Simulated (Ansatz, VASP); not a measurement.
MgAl16N16 in VASP and in Ansatz

```
Al N Mg
1.0
     6.25951    0.00000    0.00000
    -3.12976    5.42090    0.00000
     0.00000    0.00000   10.03481
Al N Mg
16 16 1
Cartesian
  1.8537 1.0464 2.4679
  0.0124 1.8761 5.1632
  1.5559 0.8988 7.4884
  -0.0063 1.7812 10.0717
  -0.0075 3.6196 2.5497
  -1.5121 4.4874 5.1347
  -0.0040 3.6174 7.6563
  -1.5976 4.5364 10.0613
  4.3769 1.0843 2.4794
  3.1646 1.7858 4.8142
  4.7137 0.8942 7.4906
  3.1128 1.8175 9.6423
  3.1463 3.2958 2.4644
  1.5131 4.4738 5.1617
  3.1295 3.6252 7.4881
  1.5838 4.5388 10.0707
  1.4720 0.8721 4.5033
  0.0075 1.7477 1.9941
  1.4961 0.8814 9.3568
  0.0187 1.8470 7.0025
  -0.0086 3.6204 4.4606
  -1.6159 4.5466 1.9652
  -0.0170 3.6248 9.5432
  -1.5283 4.4968 6.9756
  4.8088 0.8388 4.5665
  3.1065 1.8205 1.3724
  4.7198 0.8914 9.3746
  3.1474 1.7978 6.9019
  3.1118 3.7110 4.4982
  1.6202 4.5424 1.9924
  3.1123 3.6842 9.3569
  1.5398 4.4837 7.0010
  -0.0249 0.0168 3.3630
```

Alike in both runs: task single point; functional PBE; k mesh 1 × 1 × 1; occupations fermi-dirac, width 0.01 eV; no spin polarisation.

|  | VASP | Ansatz |
| --- | --- | --- |
| version | VASP 6.6.1 | Ansatz 0.2.0 |
| potentials or method | VASP PAW PBE potentials, release 64 (Al, N, Mg), cutoff 520 eV | plane-wave PAW DFT |
| valence electrons in the cell | 130 | 138 |

|  | VASP | Ansatz | Ansatz less VASP |
| --- | --- | --- | --- |
| gap on the k mesh at the Fermi level (eV) | 1.50 | 1.51 | +0.010 |
| rms of the force components (eV/Å) | 0.356 | 0.356 | 0.0000 |

With one functional, cell and mesh, what is left measures potentials, basis and numerics. VASP's potentials hold 130 valence electrons a cell and Ansatz's 138, so a difference there can come from the potentials and not from the codes.
